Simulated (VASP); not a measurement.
# Fe (Pm-3n) in VASP: single point with PBEsol

Aim: the single point of Fe with PBEsol.

Everything below comes from runs of VASP 6.6.1. Logs are shortened: lines on timing, memory, paths and dates and some standing lists are left out, and cuts for length are marked.

## (1) The cell of the first run

The structure is cubic, space group Pm-3n (No. 223). The conventional cell has a = 4.322 Å, b = 4.322 Å, c = 4.322 Å, α = 90.00°, β = 90.00°, γ = 90.00°. Within 3.2 Å of Fe (site symmetry m-3) lie 12 Fe at 2.42 Å. Fe (site symmetry -4m2) has 14 Fe at 2.16 to 2.65 Å within 2.9 Å.

## (2) Single point, PBEsol

Input file INCAR:

```
PREC = Accurate ; ENCUT = 520
EDIFF = 1E-6 ; ISMEAR = -1
SIGMA = 0.1 ; LREAL = F
LASPH = T ; NELM = 100
ALGO = Normal ; ISIF = 2
LWAVE = F ; LCHARG = T
GGA = PS ; LELF = T
LVHAR = T ; NBANDS = 42
```

Input file KPOINTS:

```
regular mesh
0
Gamma
  8 8 8
```

Input file POSCAR:

```
Fe
1.0
    4.3216904470      0.0000000000      0.0000000000
    0.0000000000      4.3216904470      0.0000000000
    0.0000000000      0.0000000000      4.3216904470
Fe
8
Direct
    0.0000000000      1.0000000000      0.0000000000
    0.5000000000      0.5000000000      0.5000000000
    0.2500000000      1.0000000000      0.5000000000
    0.7500000000      0.0000000000      0.5000000000
    0.5000000000      0.2500000000      0.0000000000
    0.5000000000      0.7500000000      0.0000000000
    1.0000000000      0.5000000000      0.2500000000
    1.0000000000      0.5000000000      0.7500000000
```

Potentials or basis: VASP PAW PBE potentials, release 64 (Fe).

On the command line:

```sh
$ cat potpaw_PBE.64/Fe/POTCAR > POTCAR
$ mpirun -np 1 vasp_std > vasp.out
```

OUTCAR:

```text
PREC = Accurate
   ENCUT = 520
   EDIFF = 1E-6
   ISMEAR = -1
   LREAL = F
   LASPH = T
   NELM = 100
   ISIF = 2
   GGA = PS

 ion  position               nearest neighbor table
   1  0.000  0.000  0.000-   3 2.42   4 2.42   5 2.42   6 2.42   7 2.42   8 2.42   3 2.42   4 2.42
                             7 2.42   8 2.42   5 2.42   6 2.42
   2  0.500  0.500  0.500-   3 2.42   4 2.42   5 2.42   6 2.42   7 2.42   8 2.42   5 2.42   6 2.42
                             3 2.42   4 2.42   7 2.42   8 2.42
   3  0.250  0.000  0.500-   4 2.16   4 2.16   1 2.42   1 2.42   2 2.42   2 2.42   8 2.65   5 2.65
                             5 2.65   6 2.65   6 2.65   7 2.65   8 2.65   7 2.65
   4  0.750  0.000  0.500-   3 2.16   3 2.16   1 2.42   1 2.42   2 2.42   2 2.42   8 2.65   5 2.65
                             5 2.65   6 2.65   6 2.65   7 2.65   8 2.65   7 2.65
   5  0.500  0.250  0.000-   6 2.16   6 2.16   1 2.42   2 2.42   2 2.42   1 2.42   8 2.65   4 2.65
                             3 2.65   4 2.65   3 2.65   7 2.65   7 2.65   8 2.65
   6  0.500  0.750  0.000-   5 2.16   5 2.16   1 2.42   2 2.42   2 2.42   1 2.42   8 2.65   4 2.65
                             3 2.65   4 2.65   3 2.65   7 2.65   7 2.65   8 2.65
   7  0.000  0.500  0.250-   8 2.16   8 2.16   1 2.42   2 2.42   1 2.42   2 2.42   3 2.65   4 2.65
                             5 2.65   3 2.65   4 2.65   6 2.65   5 2.65   6 2.65
   8  0.000  0.500  0.750-   7 2.16   7 2.16   1 2.42   2 2.42   1 2.42   2 2.42   3 2.65   4 2.65
                             5 2.65   3 2.65   4 2.65   6 2.65   5 2.65   6 2.65

  LATTYP: Found a simple cubic cell.
 ALAT       =     4.3216904470

  Lattice vectors:

 A1 = (   4.3216904470,   0.0000000000,   0.0000000000)
 A2 = (   0.0000000000,   4.3216904470,   0.0000000000)
 A3 = (   0.0000000000,   0.0000000000,   4.3216904470)

Analysis of symmetry for initial positions (statically):
=====================================================================
 Subroutine PRICEL returns:
 Original cell was already a primitive cell.

 Routine SETGRP: Setting up the symmetry group for a
 simple cubic supercell.

 Subroutine GETGRP returns: Found 48 space group operations
 (whereof 24 operations were pure point group operations)
 out of a pool of 48 trial point group operations.

The static configuration has the point symmetry T_h .
 The point group associated with its full space group is O_h .

Analysis of symmetry for dynamics (positions and initial velocities):
=====================================================================
 Subroutine PRICEL returns:
 Original cell was already a primitive cell.

 Routine SETGRP: Setting up the symmetry group for a
 simple cubic supercell.

 Subroutine GETGRP returns: Found 48 space group operations
 (whereof 24 operations were pure point group operations)
 out of a pool of 48 trial point group operations.

The dynamic configuration has the point symmetry T_h .
 The point group associated with its full space group is O_h .

 Subroutine INISYM returns: Found 48 space group operations
 (whereof 24 operations are pure point group operations),
 and found     1 'primitive' translations

----------------------------------------------------------------------------------------

                                     Primitive cell

  volume of cell :      80.7162

  direct lattice vectors                    reciprocal lattice vectors
     4.321690447  0.000000000  0.000000000     0.231390937  0.000000000  0.000000000
     0.000000000  4.321690447  0.000000000     0.000000000  0.231390937  0.000000000
     0.000000000  0.000000000  4.321690447     0.000000000  0.000000000  0.231390937

  length of vectors
     4.321690447  4.321690447  4.321690447     0.231390937  0.231390937  0.231390937

  position of ions in fractional coordinates (direct lattice)
     0.000000000  0.000000000  0.000000000
     0.500000000  0.500000000  0.500000000
     0.250000000  0.000000000  0.500000000
     0.750000000  0.000000000  0.500000000
     0.500000000  0.250000000  0.000000000
     0.500000000  0.750000000  0.000000000
     0.000000000  0.500000000  0.250000000
     0.000000000  0.500000000  0.750000000

  ion indices of the primitive-cell ions
   primitive index   ion index
                 1           1
                 2           2
                 3           3
                 4           4
                 5           5
                 6           6
                 7           7
                 8           8

----------------------------------------------------------------------------------------

 KPOINTS: regular mesh

Automatic generation of k-mesh.
 Grid dimensions read from file:
 generate k-points for:    8    8    8

 Generating k-lattice:

  Cartesian coordinates                     Fractional coordinates (reciprocal lattice)
     0.028923867  0.000000000  0.000000000     0.125000000  0.000000000  0.000000000
     0.000000000  0.028923867  0.000000000     0.000000000  0.125000000  0.000000000
     0.000000000  0.000000000  0.028923867     0.000000000  0.000000000  0.125000000

  Length of vectors
     0.028923867  0.028923867  0.028923867

  Shift w.r.t. Gamma in fractional coordinates (k-lattice)
     0.000000000  0.000000000  0.000000000

 Subroutine IBZKPT returns following result:
 ===========================================

 Found     35 irreducible k-points:

 Following reciprocal coordinates:
            Coordinates               Weight
  0.000000  0.000000  0.000000      1.000000
  0.125000  0.000000  0.000000      6.000000
  0.250000  0.000000  0.000000      6.000000
  0.375000  0.000000  0.000000      6.000000
  0.500000  0.000000  0.000000      3.000000
  0.125000  0.125000  0.000000     12.000000
[... 16 lines left out ...]
  0.375000  0.375000  0.125000     24.000000
  0.500000  0.375000  0.125000     24.000000
 [... further k-points ...]
   k-points           NKPTS =     35   k-points in BZ     NKDIM =     35   number of bands    NBANDS=     42
   number of dos      NEDOS =    301   number of ions     NIONS =      8
   total plane-waves  NPLWV =  32768
   dimension x,y,z NGX =    32 NGY =   32 NGZ =   32
   dimension x,y,z NGXF=    64 NGYF=   64 NGZF=   64
   ions per type =               8
   NGX,Y,Z   is equivalent  to a cutoff of  12.31, 12.31, 12.31 a.u.
   NGXF,Y,Z  is equivalent  to a cutoff of  24.62, 24.62, 24.62 a.u.
 SYSTEM =  unknown system
   PREC   = accura    normal or accurate (medium, high low for compatibility)
   ISTART =      0    job   : 0-new  1-cont  2-samecut
   ICHARG =      2    charge: 1-file 2-atom 10-const
   ISPIN  =      1    spin polarized calculation?
   LNONCOLLINEAR =      F non collinear calculations
   LSORBIT =      F    spin-orbit coupling
   LASPH  =      T    aspherical Exc in radial PAW
   ENCUT  =  520.0 eV  38.22 Ry    6.18 a.u.   8.04  8.04  8.04*2*pi/ulx,y,z
   NELM   =    100;   NELMIN=  2; NELMDL= -5     # of ELM steps
   EDIFF  = 0.1E-05   stopping-criterion for ELM
   LREAL  =      F    real-space projection
   EDIFFG = 0.1E-04   stopping-criterion for IOM
   NSW    =      0    number of steps for IOM
   IBRION =     -1    ionic relax: 0-MD 1-quasi-New 2-CG
   NFREE  =      0    steps in history (QN), initial steepest desc. (CG)
   ISIF   =      2    stress and relaxation
   ISYM   =      2    0-nonsym 1-usesym 2-fastsym
   POTIM  = 0.5000    time-step for ionic-motion
   TEBEG  =    0.0;   TEEND  =   0.0 temperature during run
   PSTRESS=    0.0 pullay stress
   NELECT =      64.0000    total number of electrons
   NUPDOWN=      -1.0000    fix difference up-down
   EMIN   =  10.00;   EMAX   =-10.00  energy-range for DOS
   EFERMI =   0.00;   METHOD = LEGACY
   ISMEAR =    -1;   SIGMA  =   0.10  broadening in eV -4-tet -1-fermi 0-gaus
   EFERMI_NEDOS =   21; number of points for ismear=-14 and -15
   IALGO  =     38    algorithm
   IMIX   =      4    mixing-type and parameters
     AMIX     =   0.40;   BMIX     =  1.00
     AMIX_MAG =   1.60;   BMIX_MAG =  1.00
  volume/ion in A,a.u.               =      10.09        68.09
  Fermi-wavevector in a.u.,A,eV,Ry     =   1.515239  2.863387 31.238289  2.295950
  Thomas-Fermi vector in A             =   2.624789
   LORBIT       =      0    0 simple, 1 ext, 2 COOP (PROOUT), +10 PAW based schemes
   GGA     = PS    functional components
   LHFCALC =     F    Hartree Fock is set to
   AEXX    =    0.0000 exact exchange contribution
   IVDW    =     0    specifies the selected vdW correction
   LEPSILON=     F    determine dielectric tensor
   LRPA    =     F    only Hartree local field effects (RPA)
 non-spin polarized calculation
  energy-cutoff  :      520.00
  volume of cell :       80.72
 maximum number of plane-waves:      2216
   NGX = 17   NGY = 17   NGZ = 17

 number of electron      63.9999998 magnetization

 Free energy of the ion-electron system (eV)
  ---------------------------------------------------
  ext. energy  EPLUGINS =         0.00000000
  ---------------------------------------------------
  free energy    TOTEN  =       -69.76014675 eV

  energy without entropy =      -69.19294614  energy(sigma->0) =      -69.47654645

 E-fermi :   7.0168     XC(G=0): -13.9940

 val. band max:        7.0093257527   @ k =   0.5000   0.5000   0.0000
 cond. band min:       7.0222217711   @ k =   0.3750   0.3750   0.1250
 fundamental gap:      0.0128960184
 Fermi energy:         7.0168394619

 k-point     1 :       0.0000    0.0000    0.0000
  band No.  band energies     occupation
      1      -2.1379      2.00000
      2       1.8968      2.00000
      3       1.8968      2.00000
      4       2.7148      2.00000
      5       2.8509      2.00000
      6       2.8509      2.00000
[... 34 lines left out ...]
     41       7.9186      0.00024
     42       9.6096      0.00000

 k-point     2 :       0.1250    0.0000    0.0000
  band No.  band energies     occupation
      1      -1.9960      2.00000
      2       1.8063      2.00000
      3       1.9947      2.00000
      4       2.4013      2.00000
      5       2.8330      2.00000
      6       2.8330      2.00000
[... 979 lines left out ...]
     41       7.8845      0.00034
     42       8.0066      0.00010

 k-point    24 :       0.5000    0.3750    0.1250
  band No.  band energies     occupation
      1       0.9359      2.00000
      2       0.9645      2.00000
      3       1.8764      2.00000
      4       2.0285      2.00000
      5       2.3522      2.00000
      6       2.4283      2.00000
[... 34 lines left out ...]
     41       7.8509      0.00048
     42       8.2017      0.00001

 [... further k-points ...]
[... 5 lines left out ...]
  --------------------------------------------------------------------------------------
  -------------------------------------------------------------------------------------
  Total       -0.2775973     -0.2775973     -0.2775973     -0.0000000     -0.0000000      0.0000000
  in kB       -5.5101674     -5.5101674     -5.5101674     -0.0000000     -0.0000000      0.0000000
  external PRESSURE =      -5.5101674 kB  Pullay stress =       0.0000000 kB

 VOLUME and BASIS-vectors are now :
 -----------------------------------------------------------------------------
  energy-cutoff  :      520.00
  volume of cell :       80.72
      direct lattice vectors                 reciprocal lattice vectors
     4.321690447  0.000000000  0.000000000     0.231390937  0.000000000  0.000000000
     0.000000000  4.321690447  0.000000000     0.000000000  0.231390937  0.000000000
     0.000000000  0.000000000  4.321690447     0.000000000  0.000000000  0.231390937

 POSITION                                       TOTAL-FORCE (eV/Angst)
 -----------------------------------------------------------------------------------
      0.00000      0.00000      0.00000        -0.000000      0.000000     -0.000000
      2.16085      2.16085      2.16085        -0.000000      0.000000     -0.000000
      1.08042      0.00000      2.16085        -0.000000     -0.000000     -0.000000
      3.24127      0.00000      2.16085         0.000000     -0.000000      0.000000
      2.16085      1.08042      0.00000         0.000000      0.000000      0.000000
      2.16085      3.24127      0.00000        -0.000000     -0.000000     -0.000000
      0.00000      2.16085      1.08042        -0.000000      0.000000      0.000000
      0.00000      2.16085      3.24127        -0.000000      0.000000     -0.000000
 -----------------------------------------------------------------------------------
    total drift:                                0.000000     -0.000000      0.000000

  FREE ENERGIE OF THE ION-ELECTRON SYSTEM (eV)
  ---------------------------------------------------
  free  energy   TOTEN  =       -69.7601467540 eV

  energy  without entropy=      -69.1929461434  energy(sigma->0) =      -69.47654645
```

It used 260 s of CPU time on 1 thread of AMD EPYC 7R13 Processor (Zen 3), with other jobs on the host.

Results:

| Property | Result |
| --- | --- |
| Free energy | -69.7601 eV |
| Pressure | -0.6 GPa |
| Band gap on the k mesh | zero (band 32 reaches 7.42 eV, above the bottom of band 33 at 6.82 eV) |

Levels at points of the mesh, in eV from the Fermi level:
```
           k point  band 28  band 29  band 30  band 31  band 32  band 33  band 34  band 35  band 36  band 37
(0.00, 0.00, 0.00)    -0.51    -0.37    -0.37    -0.37    -0.20    -0.20     0.22     0.22     0.59     0.59
(0.50, 0.00, 0.00)    -0.86    -0.67    -0.67    -0.14    -0.14     0.27     0.27     0.29     0.29     0.39
(0.50, 0.50, 0.00)    -0.59    -0.31    -0.12    -0.11    -0.01    -0.01     0.05     0.32     0.32     0.48
(0.50, 0.50, 0.50)    -0.63    -0.63    -0.63     0.40     0.40     0.40     0.40     0.40     0.40     0.51
```

Caveat: the PAW data sets were made with another functional, which shifts forces and pressure a little; the run has no spin polarisation, though such a crystal can be magnetic. Spin polarisation is off, so any magnetic state and its effect on volume and gap are missing.
